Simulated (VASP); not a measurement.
## Pt: single point with PBE

Slab: Pt, a slab with vacuum.

```
CELL_PARAMETERS angstrom
2.80729 0.00000 0.00000
-1.40365 2.43119 0.00000
0.00000 0.00000 24.16858
ATOMIC_POSITIONS crystal
Pt 0.66667 0.33333 0.31062
Pt 0.33333 0.66667 0.40624
Pt 0.00000 0.00000 0.50000
Pt 0.66667 0.33333 0.59376
Pt 0.33333 0.66667 0.68938
```

```json
{
  "Program": "VASP 6.6.1",
  "Task": "single point",
  "Functional": "PBE",
  "Potentials or basis": "VASP PAW PBE potentials, release 64 (Pt)",
  "Cutoff": "520 eV",
  "k mesh": "12 × 12 × 1",
  "Occupations": "gaussian, width 0.1 eV",
  "Spin": "no spin polarisation",
  "Dipole correction": "yes",
  "Further INCAR settings": "ALGO = Fast; EDIFF = 1e-07; NBANDS = 33"
}
```

```yaml
Largest_force: 0.019 eV/Å
Band_gap_on_the_k_mesh: zero (band 25 reaches 2.55 eV, above the bottom of band 26 at 1.10 eV)
```

Forces on the atoms (eV/Å):
```
Pt   0.000  0.000  0.019
Pt   0.000  0.000  0.006
Pt   0.000  0.000  0.000
Pt   0.000  0.000 -0.006
Pt   0.000  0.000 -0.019
```

Levels at points of the mesh, in eV from the Fermi level:
```
           k point  band 23  band 24  band 25  band 26  band 27  band 28
(0.00, 0.00, 0.00)    -1.39    -0.91    -0.91    -0.32    -0.32    -0.09
(0.50, 0.00, 0.00)     0.30     0.55     0.57     0.73     2.15     2.48
```

It took 110 s on 1 thread of Intel(R) Xeon(R) 6975P-C (Granite Rapids), with other jobs on the host, peak memory 0.34 GiB.

Caveat: spin-orbit coupling is left out, which moves the levels of the heavy elements.
